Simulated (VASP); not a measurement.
A run of VASP 6.6.1:

The input POSCAR:

```
Ga7As
1.0
    0.0000000000      4.2486592015      4.2486592015
    4.2486592015      0.0000000000      4.2486592015
    4.2486592015      4.2486592015      0.0000000000
Ga As
7 1
Direct
    0.5000000000      0.5000000000      0.5000000000
    0.0000000000      0.0000000000      0.5000000000
    0.5000000000      0.0000000000      0.5000000000
    0.0000000000      0.5000000000      0.5000000000
    0.5000000000      0.5000000000      0.0000000000
    0.0000000000      0.5000000000      0.0000000000
    0.5000000000      0.0000000000      0.0000000000
    0.0000000000      0.0000000000      0.0000000000
```

INCAR.step1

```
PREC = Accurate
ENCUT = 550
ISMEAR = 0
SIGMA = 0.1
LREAL = False
LASPH = True
NELM = 120
NBANDS = 58
GGA = PE
ALGO = Normal
EDIFF = 1E-5
LWAVE = True
LCHARG = False
GGA_COMPAT = False
```

Contents of INCAR.step2:

```
PREC = Accurate
ENCUT = 550
EDIFF = 1E-6
ISMEAR = 0
SIGMA = 0.1
LREAL = False
LASPH = True
NELM = 120
ALGO = Normal
ISIF = 2
LWAVE = False
LCHARG = False
METAGGA = R2SCAN
LMIXTAU = True
NBANDS = 58
ISTART = 1
GGA_COMPAT = False
```

KPOINTS

```
regular mesh
0
Gamma
  6 6 6
```

Potentials or basis: VASP PAW PBE potentials, release 64 (Ga_d, As).

Run with:

```sh
$ cat potpaw_PBE.64/Ga_d/POTCAR potpaw_PBE.64/As/POTCAR > POTCAR
$ cp INCAR.step1 INCAR
$ mpirun -np 1 vasp_std > vasp.out
$ cp INCAR.step2 INCAR
$ mpirun -np 1 vasp_std > vasp.out
```

Hardware: 1 thread of Oxide Virtual Turin-like Processor, with other jobs on the host.

Question: How long does it take, and how much memory?

Answer: It took 16 min on 1 thread of Oxide Virtual Turin-like Processor, with other jobs on the host, peak memory 0.4 GiB. Counts: k points 16.
